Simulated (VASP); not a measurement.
Runs of VASP 6.6.1 on Sr. The structure is that of space group P6_3/mmc (No. 194), or close to it. The cells are those of the table. This isn't the form of Sr at room conditions, which is fcc.

```csv
cell,k mesh,further INCAR settings,gap on the mesh (eV),pressure (GPa)
"a = 4.092, b = 4.092, c = 14.154 Å, angles 90.0, 90.0, 120.0°, 4 atoms",12 × 12 × 4,ALGO = Fast; EDIFF = 1e-06; NBANDS = 28,none,0.9
"a = 3.938, b = 3.938, c = 12.922 Å, angles 90.0, 90.0, 120.0°, 4 atoms",12 × 12 × 4,ALGO = Fast; EDIFF = 1e-06; NBANDS = 28,none,(a)
"a = 4.177, b = 4.177, c = 14.144 Å, angles 90.0, 90.0, 120.0°, 4 atoms",12 × 12 × 4,ALGO = Fast; EDIFF = 1e-06; NBANDS = 28,none,0.4
"a = 4.348, b = 4.348, c = 13.809 Å, angles 90.0, 90.0, 120.0°, 4 atoms",12 × 12 × 4,ALGO = Fast; EDIFF = 1e-06; NBANDS = 28,none,-0.3
"a = 4.092, b = 4.092, c = 14.312 Å, angles 90.0, 90.0, 120.0°, 4 atoms",12 × 12 × 4,ALGO = Fast; EDIFF = 1e-06; NBANDS = 28,none,(c)
"a = 2.792, b = 2.792, c = 8.975 Å, angles 90.0, 90.0, 120.0°, 4 atoms",18 × 18 × 6,ALGO = Fast; EDIFF = 1e-06; NBANDS = 28,none,94.2
"a = 3.623, b = 3.623, c = 11.881 Å, angles 90.0, 90.0, 120.0°, 4 atoms",12 × 12 × 4,ALGO = Fast; EDIFF = 1e-06; NBANDS = 28,none,12.1
"a = 4.433, b = 4.433, c = 13.641 Å, angles 90.0, 90.0, 120.0°, 4 atoms",12 × 12 × 4,ALGO = Fast; EDIFF = 1e-07; NBANDS = 28,none,-0.5
"a = 4.348, b = 4.348, c = 13.867 Å, angles 90.0, 90.0, 120.0°, 4 atoms",12 × 12 × 4,ALGO = Fast; EDIFF = 1e-06; NBANDS = 28,none,-0.3
"a = 4.007, b = 4.007, c = 14.480 Å, angles 90.0, 90.0, 120.0°, 4 atoms",12 × 12 × 4,ALGO = Fast; EDIFF = 1e-06; NBANDS = 28,none,1.3
"a = 4.007, b = 4.007, c = 14.217 Å, angles 90.0, 90.0, 120.0°, 4 atoms",12 × 12 × 4,ALGO = Fast; EDIFF = 1e-07; NBANDS = 28,none,(b)
"a = 3.040, b = 3.040, c = 9.713 Å, angles 90.0, 90.0, 120.0°, 4 atoms",12 × 12 × 4,ALGO = Fast; EDIFF = 1e-07; NBANDS = 28,none,51.2
```

Alike in all rows: task single point; level PBE; potentials or basis VASP PAW PBE potentials, release 64 (Sr_sv); no spin polarisation; cutoff (eV) 520; smearing gaussian 0.1 eV.

Q: Fill in the values left out.

A: (a) 4.1; (b) 1.6; (c) 0.8.

Caveats: the cell stands under pressure (at least some runs).

A k mesh can miss the band edges, and the runs leave out spin-orbit coupling on Sr.

A gap of «none» marks levels without a gap at the run's occupations.
